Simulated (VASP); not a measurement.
A run of VASP 6.6.1:

File INCAR:

```
PREC     = Accurate       # precision mode
ENCUT    = 520            # plane-wave cutoff, eV
EDIFF    = 1E-6           # SCF threshold, eV
ISMEAR   = -1             # smearing method
SIGMA    = 0.02           # smearing width, eV
LREAL    = False          # projectors in reciprocal space
LASPH    = True           # aspherical terms in the spheres
NELM     = 80             # most SCF steps
ALGO     = Normal         # electronic algorithm
ISIF     = 2              # what is computed and relaxed
LWAVE    = False          # write WAVECAR
LCHARG   = True           # write CHGCAR
LELF     = True           # ELF
LVHAR    = True         
NBANDS   = 26             # bands
```

KPOINTS

```
regular mesh
0
Gamma
  11 11 6
```

The input POSCAR:

```
ZnO
1.0
    3.2385310885      0.0000000000      0.0000000000
   -1.6192655442      2.8046501935      0.0000000000
    0.0000000000      0.0000000000      5.1863958566
Zn O
2 2
Direct
    0.3333333333      0.6666666667      0.0000000000
    0.6666666667      0.3333333333      0.5000000000
    0.3333333333      0.6666666667      0.3821000000
    0.6666666667      0.3333333333      0.8821000000
```

Potentials or basis: VASP PAW LDA potentials, release 64 (Zn, O).

Launch:

```sh
$ cat potpaw_LDA.64/Zn/POTCAR potpaw_LDA.64/O/POTCAR > POTCAR
$ mpirun -np 1 vasp_std > vasp.out
```

Hardware: 1 thread of AMD EPYC 9R45 96-Core Processor (Zen 5) (shared host).

Estimate the wall time of this run.

It took 36 s on 1 thread of AMD EPYC 9R45 96-Core Processor (Zen 5), on a shared host, peak memory 0.15 GiB. Counts: scf iterations 15, k points 64.
